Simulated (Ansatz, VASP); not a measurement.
# Be in VASP and in Ansatz

The input INCAR:

```
  PREC = Accurate
  ENCUT = 520
  EDIFF = 1E-8
  ISMEAR = -1
  SIGMA = 0.03
  LREAL = F
  LASPH = T
  NELM = 80
  ALGO = Normal
  ISIF = 2
  LWAVE = F
  LCHARG = F
  GGA = PE
  LEFG = T
  NBANDS = 7
```

Contents of KPOINTS:

```
regular mesh
0
Gamma
  23 23 23
```

File POSCAR:

```
Be
1.0
   -1.2275398764      1.2275398764      1.2275398764
    1.2275398764     -1.2275398764      1.2275398764
    1.2275398764      1.2275398764     -1.2275398764
Be
1
Direct
    0.0000000000      0.0000000000      0.0000000000
```

Input for Ansatz:

```yaml
crystal:
  lattice:
    - [-1.2275398764, 1.2275398764, 1.2275398764]
    - [1.2275398764, -1.2275398764, 1.2275398764]
    - [1.2275398764, 1.2275398764, -1.2275398764]
  atoms:
    - { symbol: Be, position: [0.0, 0.0, 0.0] }
kpoints:
  mp_grid: { grid: [23, 23, 23] }
scf:
  occupations: { method: fermi_dirac, width: 0.03 }
hamiltonian:
  xc: pbe
  pseudopotentials: { kind: all_electron, datasets: crystal }
output:
  forces: true
  stress: true
  eigenvalues: true
  efg: { contact_densities: true }
```

Change from the starting cell: volume scaled by 0.94, crystal datasets.

Alike in both runs: task electric field gradients; functional PBE; k mesh 23 × 23 × 23; occupations fermi-dirac, width 0.03 eV; no spin polarisation.

|  | VASP | Ansatz |
| --- | --- | --- |
| version | VASP 6.6.1 | Ansatz 0.2.0 |
| potentials or method | VASP PAW PBE potentials, release 64 (Be), cutoff 520 eV | all-electron PAW with datasets made for the crystal, scalar-relativistic |

```tsv
	VASP	Ansatz	Ansatz less VASP
pressure (GPa)	7.6	7.4	-0.24
```

Ansatz ran all-electron here, and VASP with PAW potentials.
